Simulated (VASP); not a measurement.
# AlN (NiAs type) (P6_3/mmc) in VASP: relaxation of cell and atoms with PBE

Aim: the relaxation of cell and atoms of AlN (NiAs type) with PBE.

Program: VASP 6.6.1. These are calculated values, not measurements. Logs are shortened: lines on timing, memory, paths and dates and some standing lists are left out, and cuts for length are marked.

## (1) The cell of the first run

The structure is hexagonal, space group P6_3/mmc (No. 194). Conventional cell: a = 2.929 Å, b = 2.929 Å, c = 4.540 Å, α = 90.00°, β = 90.00°, γ = 120.00°. Al (site symmetry -3m) has 6 N at 2.04 Å and 2 Al at 2.27 Å within 2.7 Å. Within 2.7 Å of N (site symmetry -6m2) lie 6 Al at 2.04 Å.

## (2) Relaxation of cell and atoms, PBE, target pressure 0.00054 GPa, at which the enthalpy is minimised

The input, INCAR:

```
SYSTEM = AlN
PREC     = Accurate       ! precision mode
ENCUT    = 600            ! plane-wave cutoff, eV
EDIFF    = 1E-6           ! SCF threshold, eV
ISMEAR   = -1             ! smearing method
SIGMA    = 0.08           ! smearing width, eV
LREAL    = .FALSE.        ! projectors in reciprocal space
LASPH    = .TRUE.         ! aspherical terms in the spheres
NELM     = 60             ! most SCF steps
ALGO     = Normal         ! electronic algorithm
ISIF     = 3              ! what is computed and relaxed
LWAVE    = .FALSE.        ! write WAVECAR
LCHARG   = .FALSE.        ! write CHGCAR
GGA      = PE             ! functional
IBRION   = 2              ! ionic algorithm
NSW      = 60             ! ionic steps
EDIFFG   = -0.005         ! ionic threshold
PSTRESS  = 0.0054
```

The input, KPOINTS:

```
Automatic mesh
0
G
  12 12 7
  0 0 0
```

The input, POSCAR:

```
AlN
1.0
    2.9288003387      0.0000000000      0.0000000000
   -1.4644001693      2.5364154959      0.0000000000
    0.0000000000      0.0000000000      4.5396405250
Al N
2 2
Direct
    0.0000000000      0.0000000000      0.0000000000
    0.0000000000      0.0000000000      0.5000000000
    0.3333333333      0.6666666667      0.2500000000
    0.6666666667      0.3333333333      0.7500000000
```

Potentials or basis: VASP PAW PBE potentials, release 64 (Al, N).

Command:

```console
cat potpaw_PBE.64/Al/POTCAR potpaw_PBE.64/N/POTCAR > POTCAR
mpirun -np 1 vasp_std > vasp.out
```

OUTCAR:

```text
SYSTEM = AlN
   PREC = Accurate
   ENCUT = 600
   EDIFF = 1E-6
   ISMEAR = -1
   LREAL = .FALSE.
   LASPH = .TRUE.
   NELM = 60
   ISIF = 3
   GGA = PE
   IBRION = 2
   NSW = 60
   EDIFFG = -0.005
   PSTRESS = 0.0054

 ion  position               nearest neighbor table
   1  0.000  0.000  0.000-   3 2.04   4 2.04   3 2.04   4 2.04   4 2.04   3 2.04   2 2.27   2 2.27

   2  0.000  0.000  0.500-   3 2.04   4 2.04   3 2.04   4 2.04   4 2.04   3 2.04   1 2.27   1 2.27

   3  0.333  0.667  0.250-   1 2.04   2 2.04   1 2.04   2 2.04   1 2.04   2 2.04
   4  0.667  0.333  0.750-   1 2.04   2 2.04   1 2.04   2 2.04   1 2.04   2 2.04

  LATTYP: Found a hexagonal cell.
 ALAT       =     2.9288003387
 C/A-ratio  =     1.5500000000

  Lattice vectors:

 A1 = (   2.9288003387,   0.0000000000,   0.0000000000)
 A2 = (  -1.4644001693,   2.5364154959,   0.0000000000)
 A3 = (   0.0000000000,   0.0000000000,   4.5396405250)

Analysis of symmetry for initial positions (statically):
=====================================================================
 Subroutine PRICEL returns:
 Original cell was already a primitive cell.

 Routine SETGRP: Setting up the symmetry group for a
 hexagonal supercell.

 Subroutine GETGRP returns: Found 24 space group operations
 (whereof 12 operations were pure point group operations)
 out of a pool of 24 trial point group operations.

The static configuration has the point symmetry D_3d.
 The point group associated with its full space group is D_6h.

Analysis of symmetry for dynamics (positions and initial velocities):
=====================================================================
 Subroutine PRICEL returns:
 Original cell was already a primitive cell.

 Routine SETGRP: Setting up the symmetry group for a
 hexagonal supercell.

 Subroutine GETGRP returns: Found 24 space group operations
 (whereof 12 operations were pure point group operations)
 out of a pool of 24 trial point group operations.

The dynamic configuration has the point symmetry D_3d.
 The point group associated with its full space group is D_6h.

 Subroutine INISYM returns: Found 24 space group operations
 (whereof 12 operations are pure point group operations),
 and found     1 'primitive' translations

----------------------------------------------------------------------------------------

                                     Primitive cell

  volume of cell :      33.7234

  direct lattice vectors                    reciprocal lattice vectors
     2.928800339  0.000000000  0.000000000     0.341436726  0.197128586  0.000000000
    -1.464400169  2.536415496  0.000000000     0.000000000  0.394257172  0.000000000
     0.000000000  0.000000000  4.539640525     0.000000000  0.000000000  0.220281759

  length of vectors
     2.928800339  2.928800339  4.539640525     0.394257172  0.394257172  0.220281759

  position of ions in fractional coordinates (direct lattice)
     0.000000000  0.000000000  0.000000000
     0.000000000  0.000000000  0.500000000
     0.333333333  0.666666667  0.250000000
     0.666666667  0.333333333  0.750000000

  ion indices of the primitive-cell ions
   primitive index   ion index
                 1           1
                 2           2
                 3           3
                 4           4

----------------------------------------------------------------------------------------

 KPOINTS: Automatic mesh

Automatic generation of k-mesh.
 Grid dimensions read from file:
 generate k-points for:   12   12    7

 Generating k-lattice:

  Cartesian coordinates                     Fractional coordinates (reciprocal lattice)
     0.028453061  0.016427382  0.000000000     0.083333333  0.000000000  0.000000000
     0.000000000  0.032854764  0.000000000     0.000000000  0.083333333  0.000000000
     0.000000000  0.000000000  0.031468823     0.000000000  0.000000000  0.142857143

  Length of vectors
     0.032854764  0.032854764  0.031468823

  Shift w.r.t. Gamma in fractional coordinates (k-lattice)
     0.000000000  0.000000000  0.000000000

 Subroutine IBZKPT returns following result:
 ===========================================

 Found     76 irreducible k-points:

 Following reciprocal coordinates:
            Coordinates               Weight
  0.000000  0.000000  0.000000      1.000000
  0.083333  0.000000  0.000000      6.000000
  0.166667 -0.000000  0.000000      6.000000
  0.250000 -0.000000  0.000000      6.000000
  0.333333  0.000000  0.000000      6.000000
  0.416667 -0.000000  0.000000      6.000000
[... 16 lines left out ...]
  0.250000 -0.000000  0.142857     12.000000
  0.333333  0.000000  0.142857     12.000000
 [... further k-points ...]
   k-points           NKPTS =     76   k-points in BZ     NKDIM =     76   number of bands    NBANDS=     12
   number of dos      NEDOS =    301   number of ions     NIONS =      4
   total plane-waves  NPLWV =  20736
   dimension x,y,z NGX =    24 NGY =   24 NGZ =   36
   dimension x,y,z NGXF=    48 NGYF=   48 NGZF=   72
   ions per type =               2   2
   NGX,Y,Z   is equivalent  to a cutoff of  13.62, 13.62, 13.18 a.u.
   NGXF,Y,Z  is equivalent  to a cutoff of  27.25, 27.25, 26.37 a.u.
 SYSTEM =  AlN
   PREC   = accura    normal or accurate (medium, high low for compatibility)
   ISTART =      0    job   : 0-new  1-cont  2-samecut
   ICHARG =      2    charge: 1-file 2-atom 10-const
   ISPIN  =      1    spin polarized calculation?
   LNONCOLLINEAR =      F non collinear calculations
   LSORBIT =      F    spin-orbit coupling
   LASPH  =      T    aspherical Exc in radial PAW
   ENCUT  =  600.0 eV  44.10 Ry    6.64 a.u.   5.85  5.85  9.07*2*pi/ulx,y,z
   NELM   =     60;   NELMIN=  2; NELMDL= -5     # of ELM steps
   EDIFF  = 0.1E-05   stopping-criterion for ELM
   LREAL  =      F    real-space projection
   EDIFFG = -.5E-02   stopping-criterion for IOM
   NSW    =     60    number of steps for IOM
   IBRION =      2    ionic relax: 0-MD 1-quasi-New 2-CG
   NFREE  =      1    steps in history (QN), initial steepest desc. (CG)
   ISIF   =      3    stress and relaxation
   ISYM   =      2    0-nonsym 1-usesym 2-fastsym
   POTIM  = 0.5000    time-step for ionic-motion
   TEBEG  =    0.0;   TEEND  =   0.0 temperature during run
   PSTRESS=    0.0 pullay stress
   NELECT =      16.0000    total number of electrons
   NUPDOWN=      -1.0000    fix difference up-down
   EMIN   =  10.00;   EMAX   =-10.00  energy-range for DOS
   EFERMI =   0.00;   METHOD = LEGACY
   ISMEAR =    -1;   SIGMA  =   0.08  broadening in eV -4-tet -1-fermi 0-gaus
   EFERMI_NEDOS =   21; number of points for ismear=-14 and -15
   IALGO  =     38    algorithm
   IMIX   =      4    mixing-type and parameters
     AMIX     =   0.40;   BMIX     =  1.00
     AMIX_MAG =   1.60;   BMIX_MAG =  1.00
  volume/ion in A,a.u.               =       8.43        56.89
  Fermi-wavevector in a.u.,A,eV,Ry     =   1.276843  2.412884 22.181972  1.630329
  Thomas-Fermi vector in A             =   2.409477
   LORBIT       =      0    0 simple, 1 ext, 2 COOP (PROOUT), +10 PAW based schemes
   GGA     = PE    functional components
   LHFCALC =     F    Hartree Fock is set to
   AEXX    =    0.0000 exact exchange contribution
   IVDW    =     0    specifies the selected vdW correction
   LEPSILON=     F    determine dielectric tensor
   LRPA    =     F    only Hartree local field effects (RPA)
 conjugate gradient relaxation of ions
 non-spin polarized calculation
  energy-cutoff  :      600.00
  volume of cell :       33.72
 maximum number of plane-waves:      1164
 NGX is ok and might be reduce to    24
   NGX = 11   NGY = 11   NGZ = 19

--------------------------------------- Ionic step        1  -------------------------------------------

 number of electron      16.0000004 magnetization

 Free energy of the ion-electron system (eV)
  ---------------------------------------------------
  ext. energy  EPLUGINS =         0.00000000
  ---------------------------------------------------
  free energy    TOTEN  =       -27.86613138 eV

  energy without entropy =      -27.86613138  energy(sigma->0) =      -27.86613138

------------------------ aborting loop because EDIFF is reached ----------------------------------------

  FORCE on cell =-STRESS in cart. coord.  units (eV):
  Direction    XX          YY          ZZ          XY          YZ          ZX
  --------------------------------------------------------------------------------------
  -------------------------------------------------------------------------------------
  Total       -3.7513784     -3.7513784     13.7578760     -0.0000000      0.0000000      0.0000000
  in kB     -178.2254928   -178.2254928    653.6275423     -0.0000000      0.0000000      0.0000000
  external PRESSURE =      99.0534523 kB  Pullay stress =       0.0054000 kB
[... 305 lines left out ...]
  enthalpy is  TOTEN    =       -28.4600117746 eV   P V=        0.0001160855

--------------------------------------- Ionic step        9  -------------------------------------------

 number of electron      16.0000000 magnetization

 Free energy of the ion-electron system (eV)
  ---------------------------------------------------
  ext. energy  EPLUGINS =         0.00000000
  ---------------------------------------------------
  free energy    TOTEN  =       -28.46020731 eV

  energy without entropy =      -28.46020731  energy(sigma->0) =      -28.46020731

 E-fermi :  11.1010     XC(G=0): -12.0708

 val. band max:        9.5097580920   @ k =   0.0000   0.0000   0.0000
 cond. band min:      14.2643112658   @ k =   0.5000  -0.0000   0.2857
 fundamental gap:      4.7545531738
 Fermi energy:        11.1010175840

 k-point     1 :       0.0000    0.0000    0.0000
  band No.  band energies     occupation
      1      -7.8011      2.00000
      2      -4.9616      2.00000
      3       1.0526      2.00000
      4       8.6929      2.00000
      5       8.6929      2.00000
      6       8.9565      2.00000
      7       9.5098      2.00000
      8       9.5098      2.00000
      9      14.3611      0.00000
     10      15.7207      0.00000
     11      18.4485      0.00000
     12      21.7643      0.00000
[... 331 lines left out ...]
 k-point    24 :       0.3333    0.0000    0.1429
  band No.  band energies     occupation
      1      -5.8688      2.00000
      2      -4.0831      2.00000
      3       2.8887      2.00000
      4       3.9327      2.00000
      5       4.6781      2.00000
      6       7.3979      2.00000
      7       7.8094      2.00000
      8       8.6340      2.00000
      9      15.5115      0.00000
     10      15.7150      0.00000
     11      17.5450      0.00000
     12      18.8381      0.00000

 [... further k-points ...]

------------------------ aborting loop because EDIFF is reached ----------------------------------------

  FORCE on cell =-STRESS in cart. coord.  units (eV):
  Direction    XX          YY          ZZ          XY          YZ          ZX
  --------------------------------------------------------------------------------------
  -------------------------------------------------------------------------------------
  Total        0.0000427      0.0000427     -0.0003970      0.0000000     -0.0000000      0.0000000
  in kB        0.0019851      0.0019851     -0.0184753      0.0000000     -0.0000000      0.0000000
  external PRESSURE =      -0.0102350 kB  Pullay stress =       0.0054000 kB
[... 19 lines left out ...]
  FREE ENERGIE OF THE ION-ELECTRON SYSTEM (eV)
  ---------------------------------------------------
  free  energy   TOTEN  =       -28.4602073110 eV

  energy  without entropy=      -28.4602073109  energy(sigma->0) =      -28.46020731

  enthalpy is  TOTEN    =       -28.4600912803 eV   P V=        0.0001160307

 reached required accuracy - stopping structural energy minimisation
```

It took 3.6 min on 1 thread of AMD EPYC 7R13, shared host; peak memory 0.15 GiB.

What came out:

| Item | Value |
| --- | --- |
| Free energy | -28.4602 eV |
| Relaxed volume | 8.61 Å³/atom |
| Relaxed cell | a = 2.854 Å, b = 2.854 Å, c = 4.880 Å, α = 90.00°, β = 90.00°, γ = 120.00° |
| Space group after relaxing (to 0.1 Å) | P6_3/mmc (No. 194) |
| Energy change on relaxing (the run minimises the enthalpy) | -148.5 meV/atom |
| Ionic steps | 9 |
| Pressure after relaxing | 0.0 GPa |
| Band gap on the k mesh | 4.75 eV (least direct gap 4.85 eV) |

Step by step:
| step | energy change (eV) | largest force (eV/Å) | pressure (GPa) | volume (Å³) |
| --- | --- | --- | --- | --- |
| 1 | 0.0000 | 0.0000 | 9.91 | 33.72 |
| 2 | 0.0704 | 0.0000 | -9.60 | 35.84 |
| 3 | -0.5899 | 0.0000 | -2.95 | 34.86 |
| 4 | -0.5907 | 0.0000 | -2.61 | 34.82 |
| 5 | -0.5904 | 0.0000 | -2.42 | 34.80 |
| 6 | -0.5928 | 0.0000 | 1.76 | 34.18 |
| 7 | -0.5940 | 0.0000 | 0.18 | 34.41 |
| 8 | -0.5940 | 0.0000 | -0.14 | 34.44 |
| 9 | -0.5941 | 0.0000 | 0.00 | 34.43 |

Final structure:
```
Al N
1.0
     2.85402    0.00000    0.00000
    -1.42701    2.47165    0.00000
     0.00000    0.00000    4.88029
Al N
2 2
Direct
  0.00000 0.00000 0.00000
  0.00000 0.00000 0.50000
  0.33333 0.66667 0.25000
  0.66667 0.33333 0.75000
```

Levels at points of the mesh, in eV from the valence-band top:
```
           k point  band 4  band 5  band 6  band 7  band 8  band 9  band 10  band 11  band 12
(0.00, 0.00, 0.00)   -0.82   -0.82   -0.55    0.00    0.00    4.85     6.21     8.94    12.25
(0.50, 0.00, 0.00)   -6.09   -4.95   -3.01   -2.50   -1.06    5.34     6.18     6.48    10.65
```

Caveat: the cell is relaxed towards a set pressure, so the run minimises the enthalpy, not the energy; an odd mesh through Γ misses points on the zone boundary, where band edges can lie.
